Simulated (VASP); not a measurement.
# TePb (Pm-3m) in VASP: further runs, part 2 of 2

VASP 6.6.1. The steps go on from the part before.

## (3) Single point, PBE

INCAR reads:

```
PREC = Accurate
ENCUT = 500
EDIFF = 1E-6
ISMEAR = 0
SIGMA = 0.1
LREAL = F
LASPH = T
NELM = 120
ALGO = Normal
ISIF = 2
LWAVE = F
LCHARG = F
GGA = PE
NBANDS = 17
GGA_COMPAT = F
```

KPOINTS reads:

```
Automatic mesh
0
Gamma
  1 1 1
  0.5 0.5 0.5
```

POSCAR reads:

```
TePb
1.0
    4.0022870000      0.0000000000      0.0000000000
    0.0000000000      4.0022870000      0.0000000000
    0.0000000000      0.0000000000      4.0022870000
Te Pb
1 1
Direct
    0.5000000000      0.5000000000      0.5000000000
    0.0000000000      0.0000000000      0.0000000000
```

Potentials or basis: VASP PAW PBE potentials, release 64 (Te, Pb_d).

Started as:

```
> cat potpaw_PBE.64/Te/POTCAR potpaw_PBE.64/Pb_d/POTCAR > POTCAR
> mpirun -np 1 vasp_std > vasp.out
```

OUTCAR:

```text
PREC = Accurate
   ENCUT = 500
   EDIFF = 1E-6
   ISMEAR = 0
   LREAL = F
   LASPH = T
   NELM = 120
   ISIF = 2
   GGA = PE

 ion  position               nearest neighbor table
   1  0.500  0.500  0.500-   2 3.47   2 3.47   2 3.47   2 3.47   2 3.47   2 3.47   2 3.47   2 3.47

   2  0.000  0.000  0.000-   1 3.47   1 3.47   1 3.47   1 3.47   1 3.47   1 3.47   1 3.47   1 3.47

  LATTYP: Found a simple cubic cell.
 ALAT       =     4.0022870000

  Lattice vectors:

 A1 = (   4.0022870000,   0.0000000000,   0.0000000000)
 A2 = (   0.0000000000,   4.0022870000,   0.0000000000)
 A3 = (   0.0000000000,   0.0000000000,   4.0022870000)

Analysis of symmetry for initial positions (statically):
=====================================================================
 Subroutine PRICEL returns:
 Original cell was already a primitive cell.

 Routine SETGRP: Setting up the symmetry group for a
 simple cubic supercell.

 Subroutine GETGRP returns: Found 48 space group operations
 (whereof 48 operations were pure point group operations)
 out of a pool of 48 trial point group operations.

The static configuration has the point symmetry O_h .

Analysis of symmetry for dynamics (positions and initial velocities):
=====================================================================
 Subroutine PRICEL returns:
 Original cell was already a primitive cell.

 Routine SETGRP: Setting up the symmetry group for a
 simple cubic supercell.

 Subroutine GETGRP returns: Found 48 space group operations
 (whereof 48 operations were pure point group operations)
 out of a pool of 48 trial point group operations.

The dynamic configuration has the point symmetry O_h .

 Subroutine INISYM returns: Found 48 space group operations
 (whereof 48 operations are pure point group operations),
 and found     1 'primitive' translations

----------------------------------------------------------------------------------------

                                     Primitive cell

  volume of cell :      64.1098

  direct lattice vectors                    reciprocal lattice vectors
     4.002287000  0.000000000  0.000000000     0.249857144  0.000000000  0.000000000
     0.000000000  4.002287000  0.000000000     0.000000000  0.249857144  0.000000000
     0.000000000  0.000000000  4.002287000     0.000000000  0.000000000  0.249857144

  length of vectors
     4.002287000  4.002287000  4.002287000     0.249857144  0.249857144  0.249857144

  position of ions in fractional coordinates (direct lattice)
     0.500000000  0.500000000  0.500000000
     0.000000000  0.000000000  0.000000000

  ion indices of the primitive-cell ions
   primitive index   ion index
                 1           1
                 2           2

----------------------------------------------------------------------------------------

 KPOINTS: Automatic mesh

Automatic generation of k-mesh.
 Grid dimensions read from file:
 generate k-points for:    1    1    1

 Generating k-lattice:

  Cartesian coordinates                     Fractional coordinates (reciprocal lattice)
     0.249857144  0.000000000  0.000000000     1.000000000  0.000000000  0.000000000
     0.000000000  0.249857144  0.000000000     0.000000000  1.000000000  0.000000000
     0.000000000  0.000000000  0.249857144     0.000000000  0.000000000  1.000000000

  Length of vectors
     0.249857144  0.249857144  0.249857144

  Shift w.r.t. Gamma in fractional coordinates (k-lattice)
     0.500000000  0.500000000  0.500000000

 Subroutine IBZKPT returns following result:
 ===========================================

 Found      1 irreducible k-points:

 Following reciprocal coordinates:
            Coordinates               Weight
  0.500000  0.500000  0.500000      1.000000
   k-points           NKPTS =      1   k-points in BZ     NKDIM =      1   number of bands    NBANDS=     17
   number of dos      NEDOS =    301   number of ions     NIONS =      2
   total plane-waves  NPLWV =  27000
   dimension x,y,z NGX =    30 NGY =   30 NGZ =   30
   dimension x,y,z NGXF=    60 NGYF=   60 NGZF=   60
   ions per type =               1   1
   NGX,Y,Z   is equivalent  to a cutoff of  12.46, 12.46, 12.46 a.u.
   NGXF,Y,Z  is equivalent  to a cutoff of  24.92, 24.92, 24.92 a.u.
 SYSTEM =  unknown system
   PREC   = accura    normal or accurate (medium, high low for compatibility)
   ISTART =      0    job   : 0-new  1-cont  2-samecut
   ICHARG =      2    charge: 1-file 2-atom 10-const
   ISPIN  =      1    spin polarized calculation?
   LNONCOLLINEAR =      F non collinear calculations
   LSORBIT =      F    spin-orbit coupling
   LASPH  =      T    aspherical Exc in radial PAW
   ENCUT  =  500.0 eV  36.75 Ry    6.06 a.u.   7.30  7.30  7.30*2*pi/ulx,y,z
   NELM   =    120;   NELMIN=  2; NELMDL= -5     # of ELM steps
   EDIFF  = 0.1E-05   stopping-criterion for ELM
   LREAL  =      F    real-space projection
   EDIFFG = 0.1E-04   stopping-criterion for IOM
   NSW    =      0    number of steps for IOM
   IBRION =     -1    ionic relax: 0-MD 1-quasi-New 2-CG
   NFREE  =      0    steps in history (QN), initial steepest desc. (CG)
   ISIF   =      2    stress and relaxation
   ISYM   =      2    0-nonsym 1-usesym 2-fastsym
   POTIM  = 0.5000    time-step for ionic-motion
   TEBEG  =    0.0;   TEEND  =   0.0 temperature during run
   PSTRESS=    0.0 pullay stress
   NELECT =      20.0000    total number of electrons
   NUPDOWN=      -1.0000    fix difference up-down
   EMIN   =  10.00;   EMAX   =-10.00  energy-range for DOS
   EFERMI =   0.00;   METHOD = LEGACY
   ISMEAR =     0;   SIGMA  =   0.10  broadening in eV -4-tet -1-fermi 0-gaus
   EFERMI_NEDOS =   21; number of points for ismear=-14 and -15
   IALGO  =     38    algorithm
   IMIX   =      4    mixing-type and parameters
     AMIX     =   0.40;   BMIX     =  1.00
     AMIX_MAG =   1.60;   BMIX_MAG =  1.00
  volume/ion in A,a.u.               =      32.05       216.32
  Fermi-wavevector in a.u.,A,eV,Ry     =   1.110307  2.098177 16.773027  1.232783
  Thomas-Fermi vector in A             =   2.246857
   LORBIT       =      0    0 simple, 1 ext, 2 COOP (PROOUT), +10 PAW based schemes
   GGA     = PE    functional components
   LHFCALC =     F    Hartree Fock is set to
   AEXX    =    0.0000 exact exchange contribution
   IVDW    =     0    specifies the selected vdW correction
   LEPSILON=     F    determine dielectric tensor
   LRPA    =     F    only Hartree local field effects (RPA)
 non-spin polarized calculation
 Gauss-broadening in eV      SIGMA  =   0.10
  energy-cutoff  :      500.00
  volume of cell :       64.11
 maximum number of plane-waves:      1640
 NGX is ok and might be reduce to    28
   NGX = 15   NGY = 15   NGZ = 15

 number of electron      20.0000009 magnetization

 Free energy of the ion-electron system (eV)
  ---------------------------------------------------
  ext. energy  EPLUGINS =         0.00000000
  ---------------------------------------------------
  free energy    TOTEN  =        -5.07226600 eV

  energy without entropy =       -5.01949486  energy(sigma->0) =       -5.04588043

 E-fermi :   4.8768     XC(G=0):  -9.5286

 val. band max:        4.7404788768   @ k =   0.5000   0.5000   0.5000
 cond. band min:       5.0131398488   @ k =   0.5000   0.5000   0.5000
 fundamental gap:      0.2726609719
 Fermi energy:         4.8768093614

 k-point     1 :       0.5000    0.5000    0.5000
  band No.  band energies     occupation
      1     -12.1137      2.00000
      2     -12.1137      2.00000
      3     -12.1137      2.00000
      4     -12.0782      2.00000
      5     -12.0782      2.00000
      6      -1.9288      2.00000
[... 9 lines left out ...]
     16      20.5289      0.00000
     17      21.4174      0.00000

------------------------ aborting loop because EDIFF is reached ----------------------------------------

  FORCE on cell =-STRESS in cart. coord.  units (eV):
  Direction    XX          YY          ZZ          XY          YZ          ZX
  --------------------------------------------------------------------------------------
  -------------------------------------------------------------------------------------
  Total        3.5777767      3.5777767      3.5777767     -0.0000000      0.0000000      0.0000000
  in kB       89.4126825     89.4126825     89.4126825     -0.0000000      0.0000000      0.0000000
  external PRESSURE =      89.4126825 kB  Pullay stress =       0.0000000 kB

 VOLUME and BASIS-vectors are now :
 -----------------------------------------------------------------------------
  energy-cutoff  :      500.00
  volume of cell :       64.11
      direct lattice vectors                 reciprocal lattice vectors
     4.002287000  0.000000000  0.000000000     0.249857144  0.000000000  0.000000000
     0.000000000  4.002287000  0.000000000     0.000000000  0.249857144  0.000000000
     0.000000000  0.000000000  4.002287000     0.000000000  0.000000000  0.249857144

 POSITION                                       TOTAL-FORCE (eV/Angst)
 -----------------------------------------------------------------------------------
      2.00114      2.00114      2.00114         0.000000      0.000000      0.000000
      0.00000      0.00000      0.00000         0.000000      0.000000      0.000000
 -----------------------------------------------------------------------------------
    total drift:                                0.000000     -0.000000     -0.000000

  FREE ENERGIE OF THE ION-ELECTRON SYSTEM (eV)
  ---------------------------------------------------
  free  energy   TOTEN  =        -5.0722660000 eV

  energy  without entropy=       -5.0194948594  energy(sigma->0) =       -5.04588043
```

OSZICAR:

```text
N       E                     dE             d eps       ncg     rms          rms(c)
DAV:   1     0.142519268021E+03    0.14252E+03   -0.86684E+03    34   0.107E+03
DAV:   2     0.185171813440E+01   -0.14067E+03   -0.13301E+03    34   0.276E+02
DAV:   3    -0.647903474519E+01   -0.83308E+01   -0.83071E+01    52   0.755E+01
[... 15 lines left out ...]
DAV:  19    -0.507259724050E+01    0.62296E-03   -0.17138E-03    43   0.346E-01    0.138E-01
DAV:  20    -0.507226442889E+01    0.33281E-03   -0.25146E-04    42   0.133E-01    0.957E-03
DAV:  21    -0.507228278070E+01   -0.18352E-04   -0.17668E-05    50   0.333E-02    0.290E-02
DAV:  22    -0.507226653564E+01    0.16245E-04   -0.16698E-05    43   0.340E-02    0.726E-03
DAV:  23    -0.507226599996E+01    0.53568E-06   -0.63663E-07    19   0.617E-03
   1 F= -.50722660E+01 E0= -.50458804E+01  d E =-.527711E-01
```

Run time: 14 s. Hardware: 1 thread of Intel Xeon 8259CL, shared host; peak memory 0.16 GiB.

Results:

* Free energy: -5.0723 eV
* Pressure: 8.9 GPa
* Band gap on the k mesh: 0.27 eV

Levels at points of the mesh, in eV from the valence-band top:
```tsv
k point	band 8	band 9	band 10	band 11	band 12	band 13
(0.50, 0.50, 0.50)	0.00	0.00	0.00	0.27	0.27	0.27
```

Caveat: the k points lie up to 1.57 Å⁻¹ apart; spin-orbit coupling is left out, which moves the levels of the heavy elements. A k mesh can miss the band edges.

## (4) Single point, PBE

INCAR reads:

```
ALGO = Normal ; EDIFF = 1E-6
ENCUT = 500 ; GGA = PE
GGA_COMPAT = False ; ISIF = 2
ISMEAR = 0 ; ISYM = 0
LASPH = True ; LCHARG = False
LREAL = False ; LWAVE = False
NBANDS = 17 ; NELM = 120
PREC = Accurate ; SIGMA = 0.1
```

KPOINTS reads:

```
Automatic mesh
0
Gamma
  3 1 1
  0.25 0.25 0.25
```

POSCAR is that of step 3.

Started as:

```
> cat potpaw_PBE.64/Te/POTCAR potpaw_PBE.64/Pb_d/POTCAR > POTCAR
> mpirun -np 1 vasp_std > vasp.out
```

Run time: 9.2 s. Hardware: 1 thread of Intel Xeon 8259CL, shared host; peak memory 0.16 GiB.

The run converged, but its numbers aren't listed here, since they failed a check.

Caveat: the k points lie up to 1.57 Å⁻¹ apart; spin-orbit coupling is left out, which moves the levels of the heavy elements.
